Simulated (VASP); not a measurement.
Here is a VASP 6.6.1 calculation.

INCAR

```
SYSTEM = Si
  PREC = Accurate
  ENCUT = 520
  EDIFF = 1E-6
  ISMEAR = 0
  SIGMA = 0.2
  LREAL = .False.
  LASPH = .True.
  NELM = 60
  ALGO = Normal
  ISIF = 2
  LWAVE = .False.
  LCHARG = .False.
  GGA = PE
  NBANDS = 26
```

File KPOINTS:

```
Automatic mesh
0
Gamma
  4 4 4
  0 0 0
```

The input POSCAR:

```
Si
1.0
   -5.0285295790      0.0000000000      0.0000000000
    0.0000000000      5.0285295790      0.0000000000
    1.2571323948     -1.2571323948     -4.8130129339
Si
8
Direct
    0.6250000000      0.8750000000      0.5000000000
    0.6250000000      0.3750000000      0.5000000000
    0.1250000000      0.3750000000      0.5000000000
    0.1250000000      0.8750000000      0.5000000000
    0.7500000000      0.7500000000      0.0000000000
    0.7500000000      0.2500000000      0.0000000000
    0.2500000000      0.2500000000      0.0000000000
    0.2500000000      0.7500000000      0.0000000000
```

Potentials or basis: VASP PAW PBE potentials, release 64 (Si).

Command:

```console
$ cat potpaw_PBE.64/Si/POTCAR > POTCAR
$ mpirun -np 1 vasp_std > vasp.out
```

(1) What does it give for the pressure?

(2) What does it give for the band gap on the k mesh?

## Answers

(1) -0.6 GPa.

(2) zero (bands 16 and 17 overlap by 2.64 eV).
